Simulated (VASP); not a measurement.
# KCdF3 (P4/mmm) in VASP: notebook

The runs below take KCdF3 through single point, with LDA.

Everything below comes from runs of VASP 6.6.1. Logs are shortened: lines on timing, memory, paths and dates and some standing lists are left out, and cuts for length are marked.

**1. The cell of the first run**

Symmetry: P4/mmm, No. 123, tetragonal system. The conventional cell has a = 4.338 Å, b = 4.338 Å, c = 4.382 Å, α = 90.00°, β = 90.00°, γ = 90.00°. Within 4.0 Å of K (site symmetry 4/mmm) lie 12 F at 3.07 to 3.08 Å and 8 Cd at 3.77 Å. Within 2.9 Å of Cd (site symmetry 4/mmm) lie 6 F at 2.17 to 2.19 Å. Within 2.9 Å of F (site symmetry mmm) lie 2 Cd at 2.17 Å. Within 2.9 Å of F (site symmetry 4/mmm) lie 2 Cd at 2.19 Å.

**2. Single point, LDA (strain -0.0100 x Voigt [1, 1, 0, 0, 0, 0])**

File INCAR:

```
ALGO = Normal
EDIFF = 1E-7
ENCUT = 520
ISIF = 2
ISMEAR = 0
LASPH = T
LCHARG = F
LREAL = F
LWAVE = F
NBANDS = 29
NELM = 80
PREC = Accurate
SIGMA = 0.05
```

File KPOINTS:

```
k-points
0
Gamma
  6 6 6
```

File POSCAR:

```
KCdF3
1.0
    4.3382681298      0.0000000000      0.0000000000
    0.0000000000      4.3382681298      0.0000000000
    0.0000000000      0.0000000000      4.3820890200
K Cd F
1 1 3
Direct
    0.0000000000      0.0000000000      0.0000000000
    0.5000000000      0.5000000000      0.5000000000
    0.0000000000      0.5000000000      0.5000000000
    0.5000000000      0.0000000000      0.5000000000
    0.5000000000      0.5000000000      0.0000000000
```

Potentials or basis: VASP PAW LDA potentials, release 64 (K_sv, Cd, F).

Command:

```sh
cat potpaw_LDA.64/K_sv/POTCAR potpaw_LDA.64/Cd/POTCAR potpaw_LDA.64/F/POTCAR > POTCAR
mpirun -np 1 vasp_std > vasp.out
```

OUTCAR:

```text
EDIFF = 1E-7
   ENCUT = 520
   ISIF = 2
   ISMEAR = 0
   LASPH = T
   LREAL = F
   NELM = 80
   PREC = Accurate

 ion  position               nearest neighbor table
   1  0.000  0.000  0.000-   2 3.77   2 3.77   2 3.77   2 3.77   2 3.77   2 3.77   2 3.77   2 3.77

   2  0.500  0.500  0.500-   3 2.17   4 2.17   4 2.17   3 2.17   5 2.19   5 2.19   1 3.77   1 3.77
                             1 3.77   1 3.77   1 3.77   1 3.77   1 3.77   1 3.77
   3  0.000  0.500  0.500-   2 2.17   2 2.17
   4  0.500  0.000  0.500-   2 2.17   2 2.17
   5  0.500  0.500  0.000-   2 2.19   2 2.19

  LATTYP: Found a simple tetragonal cell.
 ALAT       =     4.3382681298
 C/A-ratio  =     1.0101010101

  Lattice vectors:

 A1 = (   4.3382681298,   0.0000000000,   0.0000000000)
 A2 = (   0.0000000000,   4.3382681298,   0.0000000000)
 A3 = (   0.0000000000,   0.0000000000,   4.3820890200)

Analysis of symmetry for initial positions (statically):
=====================================================================
 Subroutine PRICEL returns:
 Original cell was already a primitive cell.

 Routine SETGRP: Setting up the symmetry group for a
 simple tetragonal supercell.

 Subroutine GETGRP returns: Found 16 space group operations
 (whereof 16 operations were pure point group operations)
 out of a pool of 16 trial point group operations.

The static configuration has the point symmetry D_4h.

Analysis of symmetry for dynamics (positions and initial velocities):
=====================================================================
 Subroutine PRICEL returns:
 Original cell was already a primitive cell.

 Routine SETGRP: Setting up the symmetry group for a
 simple tetragonal supercell.

 Subroutine GETGRP returns: Found 16 space group operations
 (whereof 16 operations were pure point group operations)
 out of a pool of 16 trial point group operations.

The dynamic configuration has the point symmetry D_4h.

 Subroutine INISYM returns: Found 16 space group operations
 (whereof 16 operations are pure point group operations),
 and found     1 'primitive' translations

----------------------------------------------------------------------------------------

                                     Primitive cell

  volume of cell :      82.4734

  direct lattice vectors                    reciprocal lattice vectors
     4.338268130  0.000000000  0.000000000     0.230506730  0.000000000  0.000000000
     0.000000000  4.338268130  0.000000000     0.000000000  0.230506730  0.000000000
     0.000000000  0.000000000  4.382089020     0.000000000  0.000000000  0.228201663

  length of vectors
     4.338268130  4.338268130  4.382089020     0.230506730  0.230506730  0.228201663

  position of ions in fractional coordinates (direct lattice)
     0.000000000  0.000000000  0.000000000
     0.500000000  0.500000000  0.500000000
     0.000000000  0.500000000  0.500000000
     0.500000000  0.000000000  0.500000000
     0.500000000  0.500000000  0.000000000

  ion indices of the primitive-cell ions
   primitive index   ion index
                 1           1
                 2           2
                 3           3
                 4           4
                 5           5

----------------------------------------------------------------------------------------

 KPOINTS: k-points

Automatic generation of k-mesh.
 Grid dimensions read from file:
 generate k-points for:    6    6    6

 Generating k-lattice:

  Cartesian coordinates                     Fractional coordinates (reciprocal lattice)
     0.038417788  0.000000000  0.000000000     0.166666667  0.000000000  0.000000000
     0.000000000  0.038417788  0.000000000     0.000000000  0.166666667  0.000000000
     0.000000000  0.000000000  0.038033610     0.000000000  0.000000000  0.166666667

  Length of vectors
     0.038417788  0.038417788  0.038033610

  Shift w.r.t. Gamma in fractional coordinates (k-lattice)
     0.000000000  0.000000000  0.000000000

 Subroutine IBZKPT returns following result:
 ===========================================

 Found     40 irreducible k-points:

 Following reciprocal coordinates:
            Coordinates               Weight
  0.000000  0.000000  0.000000      1.000000
  0.166667  0.000000  0.000000      4.000000
  0.333333  0.000000  0.000000      4.000000
  0.500000  0.000000  0.000000      2.000000
  0.166667  0.166667  0.000000      4.000000
  0.333333  0.166667  0.000000      8.000000
[... 16 lines left out ...]
  0.333333  0.000000  0.333333      8.000000
  0.500000  0.000000  0.333333      4.000000
 [... further k-points ...]
   k-points           NKPTS =     40   k-points in BZ     NKDIM =     40   number of bands    NBANDS=     29
   number of dos      NEDOS =    301   number of ions     NIONS =      5
   total plane-waves  NPLWV =  36864
   dimension x,y,z NGX =    32 NGY =   32 NGZ =   36
   dimension x,y,z NGXF=    64 NGYF=   64 NGZF=   72
   ions per type =               1   1   3
   NGX,Y,Z   is equivalent  to a cutoff of  12.26, 12.26, 13.66 a.u.
   NGXF,Y,Z  is equivalent  to a cutoff of  24.53, 24.53, 27.32 a.u.
 SYSTEM =  unknown system
   PREC   = accura    normal or accurate (medium, high low for compatibility)
   ISTART =      0    job   : 0-new  1-cont  2-samecut
   ICHARG =      2    charge: 1-file 2-atom 10-const
   ISPIN  =      1    spin polarized calculation?
   LNONCOLLINEAR =      F non collinear calculations
   LSORBIT =      F    spin-orbit coupling
   LASPH  =      T    aspherical Exc in radial PAW
   ENCUT  =  520.0 eV  38.22 Ry    6.18 a.u.   8.07  8.07  8.15*2*pi/ulx,y,z
   NELM   =     80;   NELMIN=  2; NELMDL= -5     # of ELM steps
   EDIFF  = 0.1E-06   stopping-criterion for ELM
   LREAL  =      F    real-space projection
   EDIFFG = 0.1E-05   stopping-criterion for IOM
   NSW    =      0    number of steps for IOM
   IBRION =     -1    ionic relax: 0-MD 1-quasi-New 2-CG
   NFREE  =      0    steps in history (QN), initial steepest desc. (CG)
   ISIF   =      2    stress and relaxation
   ISYM   =      2    0-nonsym 1-usesym 2-fastsym
   POTIM  = 0.5000    time-step for ionic-motion
   TEBEG  =    0.0;   TEEND  =   0.0 temperature during run
   PSTRESS=    0.0 pullay stress
   NELECT =      42.0000    total number of electrons
   NUPDOWN=      -1.0000    fix difference up-down
   EMIN   =  10.00;   EMAX   =-10.00  energy-range for DOS
   EFERMI =   0.00;   METHOD = LEGACY
   ISMEAR =     0;   SIGMA  =   0.05  broadening in eV -4-tet -1-fermi 0-gaus
   EFERMI_NEDOS =   21; number of points for ismear=-14 and -15
   IALGO  =     38    algorithm
   IMIX   =      4    mixing-type and parameters
     AMIX     =   0.40;   BMIX     =  1.00
     AMIX_MAG =   1.60;   BMIX_MAG =  1.00
  volume/ion in A,a.u.               =      16.49       111.31
  Fermi-wavevector in a.u.,A,eV,Ry     =   1.307334  2.470503 23.254024  1.709123
  Thomas-Fermi vector in A             =   2.438076
   LORBIT       =      0    0 simple, 1 ext, 2 COOP (PROOUT), +10 PAW based schemes
   GGA     = CA    functional components
   LHFCALC =     F    Hartree Fock is set to
   AEXX    =    0.0000 exact exchange contribution
   IVDW    =     0    specifies the selected vdW correction
   LEPSILON=     F    determine dielectric tensor
   LRPA    =     F    only Hartree local field effects (RPA)
 non-spin polarized calculation
 Gauss-broadening in eV      SIGMA  =   0.05
  energy-cutoff  :      520.00
  volume of cell :       82.47
 maximum number of plane-waves:      2272
   NGX = 17   NGY = 17   NGZ = 17

 number of electron      41.9999947 magnetization

 Free energy of the ion-electron system (eV)
  ---------------------------------------------------
  ext. energy  EPLUGINS =         0.00000000
  ---------------------------------------------------
  free energy    TOTEN  =       -21.67528800 eV

  energy without entropy =      -21.67528800  energy(sigma->0) =      -21.67528800

 E-fermi :  -1.3248     XC(G=0):  -9.8056

 val. band max:       -1.5965667344   @ k =   0.5000   0.5000   0.5000
 cond. band min:       1.1750948627   @ k =   0.0000   0.0000   0.0000
 fundamental gap:      2.7716615971
 Fermi energy:        -1.3248194290

 k-point     1 :       0.0000    0.0000    0.0000
  band No.  band energies     occupation
      1     -28.8987      2.00000
      2     -22.4103      2.00000
      3     -22.0941      2.00000
      4     -22.0297      2.00000
      5     -12.6053      2.00000
      6     -12.5996      2.00000
[... 21 lines left out ...]
     28       8.5303      0.00000
     29      10.2164      0.00000

 k-point     2 :       0.1667    0.0000    0.0000
  band No.  band energies     occupation
      1     -28.8969      2.00000
      2     -22.3835      2.00000
      3     -22.0962      2.00000
      4     -22.0315      2.00000
      5     -12.6050      2.00000
      6     -12.6010      2.00000
[... 21 lines left out ...]
     28       8.5229      0.00000
     29      10.3733      0.00000

 k-point     3 :       0.3333    0.0000    0.0000
  band No.  band energies     occupation
      1     -28.8933      2.00000
      2     -22.3279      2.00000
      3     -22.1016      2.00000
      4     -22.0353      2.00000
      5     -12.6157      2.00000
      6     -12.5924      2.00000
[... 21 lines left out ...]
     28       8.6084      0.00000
     29      10.3243      0.00000

 k-point     4 :       0.5000    0.0000    0.0000
  band No.  band energies     occupation
      1     -28.8915      2.00000
      2     -22.2985      2.00000
      3     -22.1055      2.00000
      4     -22.0371      2.00000
      5     -12.6210      2.00000
      6     -12.5881      2.00000
[... 597 lines left out ...]
     28       8.6353      0.00000
     29       9.8269      0.00000

 k-point    23 :       0.3333    0.0000    0.3333
  band No.  band energies     occupation
      1     -28.8892      2.00000
      2     -22.2675      2.00000
      3     -22.1009      2.00000
      4     -22.0276      2.00000
      5     -12.6351      2.00000
      6     -12.6198      2.00000
[... 21 lines left out ...]
     28       8.6323      0.00000
     29       9.5349      0.00000

 k-point    24 :       0.5000    0.0000    0.3333
  band No.  band energies     occupation
      1     -28.8877      2.00000
      2     -22.2326      2.00000
      3     -22.1086      2.00000
      4     -22.0288      2.00000
      5     -12.6406      2.00000
      6     -12.6311      2.00000
[... 21 lines left out ...]
     28       9.1472      0.00000
     29       9.5064      0.00000

 [... further k-points ...]
[... 5 lines left out ...]
  --------------------------------------------------------------------------------------
  -------------------------------------------------------------------------------------
  Total       -0.6506096     -0.6506096     -1.1496676      0.0000000      0.0000000      0.0000000
  in kB      -12.6391260    -12.6391260    -22.3341234      0.0000000      0.0000000      0.0000000
  external PRESSURE =     -15.8707918 kB  Pullay stress =       0.0000000 kB

 VOLUME and BASIS-vectors are now :
 -----------------------------------------------------------------------------
  energy-cutoff  :      520.00
  volume of cell :       82.47
      direct lattice vectors                 reciprocal lattice vectors
     4.338268130  0.000000000  0.000000000     0.230506730  0.000000000  0.000000000
     0.000000000  4.338268130  0.000000000     0.000000000  0.230506730  0.000000000
     0.000000000  0.000000000  4.382089020     0.000000000  0.000000000  0.228201663

 POSITION                                       TOTAL-FORCE (eV/Angst)
 -----------------------------------------------------------------------------------
      0.00000      0.00000      0.00000         0.000000      0.000000      0.000000
      2.16913      2.16913      2.19104         0.000000      0.000000      0.000000
      0.00000      2.16913      2.19104         0.000000      0.000000      0.000000
      2.16913      0.00000      2.19104         0.000000      0.000000      0.000000
      2.16913      2.16913      0.00000         0.000000      0.000000      0.000000
 -----------------------------------------------------------------------------------
    total drift:                                0.000000     -0.000000     -0.000000

  FREE ENERGIE OF THE ION-ELECTRON SYSTEM (eV)
  ---------------------------------------------------
  free  energy   TOTEN  =       -21.6752879981 eV

  energy  without entropy=      -21.6752879981  energy(sigma->0) =      -21.67528800
```

It took 1.8 min on 1 thread of Intel Xeon 8259CL, shared host; peak memory 0.22 GiB.

What came out:

```
Free energy            : -21.6753 eV
Pressure               : -1.6 GPa
Band gap on the k mesh : 2.77 eV (least direct gap 4.71 eV)
```

Stress tensor (GPa, compression positive):
```
-1.26  0.00  0.00
 0.00 -1.26  0.00
 0.00  0.00 -2.23
```

Caveat: the cell differs from its parent crystal (strain -0.0100 x Voigt [1, 1, 0, 0, 0, 0]).

[end of part 1 of 3]
